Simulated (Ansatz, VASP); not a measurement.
# Two plane-wave programs on ZnCu

The input INCAR:

```
  PREC = Accurate
  ENCUT = 520
  EDIFF = 1E-6
  ISMEAR = 0
  SIGMA = 0.15
  LREAL = F
  LASPH = T
  NELM = 100
  ALGO = Normal
  ISIF = 2
  LWAVE = F
  LCHARG = F
  GGA = PS
  NBANDS = 18
```

Contents of KPOINTS:

```
regular mesh
0
Gamma
  18 18 18
```

The input POSCAR:

```
ZnCu
1.0
    3.1089398804      0.0000000000      0.0000000000
    0.0000000000      3.1089398804      0.0000000000
    0.0000000000      0.0000000000      2.6425988983
Zn Cu
1 1
Direct
    0.5000000000      0.5000000000      0.5000000000
    0.0000000000      0.0000000000      0.0000000000
```

Input for Ansatz:

```yaml
crystal:
  lattice:
    - [3.1089398804, 0.0, 0.0]
    - [0.0, 3.1089398804, 0.0]
    - [0.0, 0.0, 2.6425988983]
  atoms:
    - { symbol: Zn, position: [0.5, 0.5, 0.5] }
    - { symbol: Cu, position: [0.0, 0.0, 0.0] }
basis:
  ecutwfc: 420
kpoints:
  mp_grid: { grid: [18, 18, 18] }
hamiltonian:
  xc: pbesol
scf:
  occupations: { method: gaussian, width: 0.15 }
output:
  forces: true
  stress: true
  eigenvalues: true
```

Alike in both runs: task single point; functional PBEsol; k mesh 18 × 18 × 18; occupations gaussian, width 0.15 eV; no spin polarisation.

|  | VASP | Ansatz |
| --- | --- | --- |
| version | VASP 6.6.1 | Ansatz 0.2.0 |
| potentials or method | VASP PAW PBE potentials, release 64 (Zn, Cu), cutoff 520 eV | scalar-relativistic, plane waves, PAW |
| valence electrons in the cell | 23 | 31 |

```tsv
	VASP	Ansatz	Ansatz less VASP
gap on the k mesh at the Fermi level (eV)	none	none	-
pressure (GPa)	-3.3	-3.8	-0.55
traceless stress, the component that is largest in VASP (GPa)	4.32	4.22	-0.106
```

VASP's potentials were made for PBE, not for PBEsol. A gap of «none» marks a metal or a gap that the smearing closes. The functional is the same, so the differences come from potentials, cutoffs and numerics. VASP's potentials hold 23 valence electrons a cell and Ansatz's 31, so a difference there can come from the potentials and not from the codes.
